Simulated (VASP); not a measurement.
# Li2O (Fm-3m) in VASP: single point with PBE

Aim: the single point of Li2O with PBE.

All numbers are computed with VASP 6.6.1; they aren't measurements. Logs are shortened: lines on timing, memory, paths and dates and some standing lists are left out, and cuts for length are marked.

**1. The cell of the first run**

Symmetry: Fm-3m, No. 225, cubic system. The conventional cell has a = 4.654 Å, b = 4.654 Å, c = 4.654 Å, α = 90.00°, β = 90.00°, γ = 90.00°. Li (site symmetry -43m) has 4 O at 2.02 Å and 6 Li at 2.33 Å within 2.7 Å. O (site symmetry m-3m) has 8 Li at 2.02 Å within 2.7 Å.

**2. Single point, PBE**

Input file INCAR:

```
PREC     = Accurate       # precision mode
ENCUT    = 750            # plane-wave cutoff, eV
EDIFF    = 1E-6           # SCF threshold, eV
ISMEAR   = -4             # smearing method
SIGMA    = 0.1            # smearing width, eV
LREAL    = False          # projectors in reciprocal space
LASPH    = True           # aspherical terms in the spheres
NELM     = 120            # most SCF steps
ALGO     = Normal         # electronic algorithm
ISIF     = 2              # what is computed and relaxed
LWAVE    = False          # write WAVECAR
LCHARG   = False          # write CHGCAR
GGA      = PE             # functional
NBANDS   = 13             # bands
GGA_COMPAT= False
```

Input file KPOINTS:

```
Automatic mesh
0
Gamma
  6 6 6
```

Input file POSCAR:

```
Li2O
1.0
    0.0000000000      2.3268543819      2.3268543819
    2.3268543819      0.0000000000      2.3268543819
    2.3268543819      2.3268543819      0.0000000000
Li O
2 1
Direct
    0.7500000000      0.7500000000      0.7500000000
    0.2500000000      0.2500000000      0.2500000000
    0.0000000000      0.0000000000      0.0000000000
```

Potentials or basis: VASP PAW PBE potentials, release 64 (Li_sv, O).

Started as:

```console
$ cat potpaw_PBE.64/Li_sv/POTCAR potpaw_PBE.64/O/POTCAR > POTCAR
$ mpirun -np 1 vasp_std > vasp.out
```

OUTCAR:

```text
PREC = Accurate
   ENCUT = 750
   EDIFF = 1E-6
   ISMEAR = -4
   LREAL = False
   LASPH = True
   NELM = 120
   ISIF = 2
   GGA = PE

 ion  position               nearest neighbor table
   1  0.750  0.750  0.750-   3 2.02   3 2.02   3 2.02   3 2.02   2 2.33   2 2.33   2 2.33   2 2.33
                             2 2.33   2 2.33
   2  0.250  0.250  0.250-   3 2.02   3 2.02   3 2.02   3 2.02   1 2.33   1 2.33   1 2.33   1 2.33
                             1 2.33   1 2.33
   3  0.000  0.000  0.000-   1 2.02   1 2.02   1 2.02   1 2.02   2 2.02   2 2.02   2 2.02   2 2.02

  LATTYP: Found a face centered cubic cell.
 ALAT       =     4.6537087638

  Lattice vectors:

 A1 = (   0.0000000000,   2.3268543819,   2.3268543819)
 A2 = (   2.3268543819,   0.0000000000,   2.3268543819)
 A3 = (   2.3268543819,   2.3268543819,   0.0000000000)

Analysis of symmetry for initial positions (statically):
=====================================================================
 Subroutine PRICEL returns:
 Original cell was already a primitive cell.

 Routine SETGRP: Setting up the symmetry group for a
 face centered cubic supercell.

 Subroutine GETGRP returns: Found 48 space group operations
 (whereof 48 operations were pure point group operations)
 out of a pool of 48 trial point group operations.

The static configuration has the point symmetry O_h .

Analysis of symmetry for dynamics (positions and initial velocities):
=====================================================================
 Subroutine PRICEL returns:
 Original cell was already a primitive cell.

 Routine SETGRP: Setting up the symmetry group for a
 face centered cubic supercell.

 Subroutine GETGRP returns: Found 48 space group operations
 (whereof 48 operations were pure point group operations)
 out of a pool of 48 trial point group operations.

The dynamic configuration has the point symmetry O_h .

 Subroutine INISYM returns: Found 48 space group operations
 (whereof 48 operations are pure point group operations),
 and found     1 'primitive' translations

----------------------------------------------------------------------------------------

                                     Primitive cell

  volume of cell :      25.1963

  direct lattice vectors                    reciprocal lattice vectors
     0.000000000  2.326854382  2.326854382    -0.214882377  0.214882377  0.214882377
     2.326854382  0.000000000  2.326854382     0.214882377 -0.214882377  0.214882377
     2.326854382  2.326854382  0.000000000     0.214882377  0.214882377 -0.214882377

  length of vectors
     3.290669025  3.290669025  3.290669025     0.372187194  0.372187194  0.372187194

  position of ions in fractional coordinates (direct lattice)
     0.750000000  0.750000000  0.750000000
     0.250000000  0.250000000  0.250000000
     0.000000000  0.000000000  0.000000000

  ion indices of the primitive-cell ions
   primitive index   ion index
                 1           1
                 2           2
                 3           3

----------------------------------------------------------------------------------------

 KPOINTS: Automatic mesh

Automatic generation of k-mesh.
 Grid dimensions read from file:
 generate k-points for:    6    6    6

 Generating k-lattice:

  Cartesian coordinates                     Fractional coordinates (reciprocal lattice)
    -0.035813729  0.035813729  0.035813729     0.166666667  0.000000000  0.000000000
     0.035813729 -0.035813729  0.035813729     0.000000000  0.166666667  0.000000000
     0.035813729  0.035813729 -0.035813729     0.000000000  0.000000000  0.166666667

  Length of vectors
     0.062031199  0.062031199  0.062031199

  Shift w.r.t. Gamma in fractional coordinates (k-lattice)
     0.000000000  0.000000000  0.000000000

 TETIRR: Found     35 inequivalent tetrahedra from     1296

 Subroutine IBZKPT returns following result:
 ===========================================

 Found     16 irreducible k-points:

 Following reciprocal coordinates:
            Coordinates               Weight
  0.000000  0.000000  0.000000      1.000000
  0.166667  0.000000  0.000000      8.000000
  0.333333  0.000000  0.000000      8.000000
  0.500000  0.000000  0.000000      4.000000
  0.166667  0.166667  0.000000      6.000000
  0.333333  0.166667  0.000000     24.000000
[... 8 lines left out ...]
 -0.333333  0.333333  0.166667     24.000000
 -0.333333  0.500000  0.166667     12.000000
   k-points           NKPTS =     16   k-points in BZ     NKDIM =     16   number of bands    NBANDS=     13
   number of dos      NEDOS =    301   number of ions     NIONS =      3
   total plane-waves  NPLWV =  27000
   dimension x,y,z NGX =    30 NGY =   30 NGZ =   30
   dimension x,y,z NGXF=    60 NGYF=   60 NGZF=   60
   ions per type =               2   1
   NGX,Y,Z   is equivalent  to a cutoff of  15.16, 15.16, 15.16 a.u.
   NGXF,Y,Z  is equivalent  to a cutoff of  30.31, 30.31, 30.31 a.u.
 SYSTEM =  unknown system
   PREC   = accura    normal or accurate (medium, high low for compatibility)
   ISTART =      0    job   : 0-new  1-cont  2-samecut
   ICHARG =      2    charge: 1-file 2-atom 10-const
   ISPIN  =      1    spin polarized calculation?
   LNONCOLLINEAR =      F non collinear calculations
   LSORBIT =      F    spin-orbit coupling
   LASPH  =      T    aspherical Exc in radial PAW
   ENCUT  =  750.0 eV  55.12 Ry    7.42 a.u.   7.35  7.35  7.35*2*pi/ulx,y,z
   NELM   =    120;   NELMIN=  2; NELMDL= -5     # of ELM steps
   EDIFF  = 0.1E-05   stopping-criterion for ELM
   LREAL  =      F    real-space projection
   EDIFFG = 0.1E-04   stopping-criterion for IOM
   NSW    =      0    number of steps for IOM
   IBRION =     -1    ionic relax: 0-MD 1-quasi-New 2-CG
   NFREE  =      0    steps in history (QN), initial steepest desc. (CG)
   ISIF   =      2    stress and relaxation
   ISYM   =      2    0-nonsym 1-usesym 2-fastsym
   POTIM  = 0.5000    time-step for ionic-motion
   TEBEG  =    0.0;   TEEND  =   0.0 temperature during run
   PSTRESS=    0.0 pullay stress
   NELECT =      12.0000    total number of electrons
   NUPDOWN=      -1.0000    fix difference up-down
   EMIN   =  10.00;   EMAX   =-10.00  energy-range for DOS
   EFERMI =   0.00;   METHOD = LEGACY
   ISMEAR =    -4;   SIGMA  =   0.10  broadening in eV -4-tet -1-fermi 0-gaus
   EFERMI_NEDOS =   21; number of points for ismear=-14 and -15
   IALGO  =     38    algorithm
   IMIX   =      4    mixing-type and parameters
     AMIX     =   0.40;   BMIX     =  1.00
     AMIX_MAG =   1.60;   BMIX_MAG =  1.00
  volume/ion in A,a.u.               =       8.40        56.68
  Fermi-wavevector in a.u.,A,eV,Ry     =   1.278467  2.415951 22.238406  1.634477
  Thomas-Fermi vector in A             =   2.411008
   LORBIT       =      0    0 simple, 1 ext, 2 COOP (PROOUT), +10 PAW based schemes
   GGA     = PE    functional components
   LHFCALC =     F    Hartree Fock is set to
   AEXX    =    0.0000 exact exchange contribution
   IVDW    =     0    specifies the selected vdW correction
   LEPSILON=     F    determine dielectric tensor
   LRPA    =     F    only Hartree local field effects (RPA)
 non-spin polarized calculation
 Fermi weights with tetrahedron method witout Bloechl corrections
  energy-cutoff  :      750.00
  volume of cell :       25.20
 maximum number of plane-waves:      1211
 NGX is ok and might be reduce to    30
   NGX = 15   NGY = 15   NGZ = 15

 number of electron      11.9999997 magnetization

 Free energy of the ion-electron system (eV)
  ---------------------------------------------------
  ext. energy  EPLUGINS =         0.00000000
  ---------------------------------------------------
  free energy    TOTEN  =       -14.35433564 eV

  energy without entropy =      -14.35433564  energy(sigma->0) =      -14.35433564

 E-fermi :   1.3826     XC(G=0):  -9.6599

 val. band max:        1.2185578010   @ k =   0.0000   0.0000   0.0000
 cond. band min:       6.1543761531   @ k =   0.5000   0.5000   0.0000
 fundamental gap:      4.9358183521
 Fermi energy:         1.3825654011

 k-point     1 :       0.0000    0.0000    0.0000
  band No.  band energies     occupation
      1     -41.8082      2.00000
      2     -41.5013      2.00000
      3     -14.1936      2.00000
      4       1.2186      2.00000
      5       1.2186      2.00000
      6       1.2186      2.00000
      7       6.3252      0.00000
      8      13.0285      0.00000
      9      13.0285      0.00000
     10      13.0285      0.00000
     11      19.9870      0.00000
     12      19.9870      0.00000
     13      19.9870      0.00000

 k-point     2 :       0.1667    0.0000    0.0000
  band No.  band energies     occupation
      1     -41.7846      2.00000
      2     -41.5190      2.00000
      3     -14.1419      2.00000
      4       0.3927      2.00000
      5       1.1008      2.00000
      6       1.1008      2.00000
      7       7.0329      0.00000
      8      12.9973      0.00000
      9      13.3554      0.00000
     10      13.3554      0.00000
     11      18.2300      0.00000
     12      18.2300      0.00000
     13      20.8261      0.00000

 k-point     3 :       0.3333    0.0000    0.0000
  band No.  band energies     occupation
      1     -41.7224      2.00000
      2     -41.5694      2.00000
      3     -14.0304      2.00000
      4      -0.9295      2.00000
      5       0.8849      2.00000
      6       0.8849      2.00000
      7       8.5934      0.00000
      8      12.2737      0.00000
      9      13.4066      0.00000
     10      13.4066      0.00000
     11      18.0406      0.00000
     12      18.0406      0.00000
     13      22.6161      0.00000
[... 177 lines left out ...]
 k-point    15 :      -0.3333    0.3333    0.1667
  band No.  band energies     occupation
      1     -41.6398      2.00000
      2     -41.6396      2.00000
      3     -13.9259      2.00000
      4      -0.9699      2.00000
      5      -0.0122      2.00000
      6       0.1946      2.00000
      7       8.6629      0.00000
      8      11.3964      0.00000
      9      14.6153      0.00000
     10      14.7922      0.00000
     11      18.6351      0.00000
     12      18.9832      0.00000
     13      23.9505      0.00000

 k-point    16 :      -0.3333    0.5000    0.1667
  band No.  band energies     occupation
      1     -41.6636      2.00000
      2     -41.6135      2.00000
      3     -13.9138      2.00000
      4      -0.4538      2.00000
      5      -0.3035      2.00000
      6      -0.1841      2.00000
      7       7.5835      0.00000
      8      12.3786      0.00000
      9      14.7998      0.00000
     10      15.3466      0.00000
     11      17.7915      0.00000
     12      20.9371      0.00000
     13      22.8753      0.00000

------------------------ aborting loop because EDIFF is reached ----------------------------------------

  FORCE on cell =-STRESS in cart. coord.  units (eV):
  Direction    XX          YY          ZZ          XY          YZ          ZX
  --------------------------------------------------------------------------------------
  -------------------------------------------------------------------------------------
  Total       -0.2711581     -0.2711581     -0.2711581      0.0000000      0.0000000     -0.0000000
  in kB      -17.2423118    -17.2423118    -17.2423118      0.0000000      0.0000000     -0.0000000
  external PRESSURE =     -17.2423118 kB  Pullay stress =       0.0000000 kB

 VOLUME and BASIS-vectors are now :
 -----------------------------------------------------------------------------
  energy-cutoff  :      750.00
  volume of cell :       25.20
      direct lattice vectors                 reciprocal lattice vectors
     0.000000000  2.326854382  2.326854382    -0.214882377  0.214882377  0.214882377
     2.326854382  0.000000000  2.326854382     0.214882377 -0.214882377  0.214882377
     2.326854382  2.326854382  0.000000000     0.214882377  0.214882377 -0.214882377

 POSITION                                       TOTAL-FORCE (eV/Angst)
 -----------------------------------------------------------------------------------
      3.49028      3.49028      3.49028         0.000000      0.000000      0.000000
      1.16343      1.16343      1.16343        -0.000000     -0.000000     -0.000000
      0.00000      0.00000      0.00000         0.000000     -0.000000      0.000000
 -----------------------------------------------------------------------------------
    total drift:                                0.000000     -0.000000      0.000000

  FREE ENERGIE OF THE ION-ELECTRON SYSTEM (eV)
  ---------------------------------------------------
  free  energy   TOTEN  =       -14.3543356442 eV

  energy  without entropy=      -14.3543356442  energy(sigma->0) =      -14.35433564
```

It took 11 s on 1 thread of Intel Xeon Platinum 8259CL at 2.50GHz (Skylake/Cascade Lake), shared host; peak memory 0.16 GiB.

Results:

| Property | Result |
| --- | --- |
| Free energy | -14.3543 eV |
| Pressure | -1.7 GPa |
| Band gap on the k mesh | 4.94 eV, indirect (least direct gap 5.11 eV) |

Levels at points of the mesh, in eV from the valence-band top:
```csv
k point,band 4,band 5,band 6,band 7,band 8,band 9
"(0.00, 0.00, 0.00)",0.00,0.00,0.00,5.11,11.81,11.81
"(0.50, 0.00, 0.00)",-2.72,-0.43,-0.43,9.07,9.59,11.94
"(0.50, 0.50, 0.00)",-1.58,-1.34,-1.34,4.94,13.33,13.33
```

A k mesh can miss the band edges.
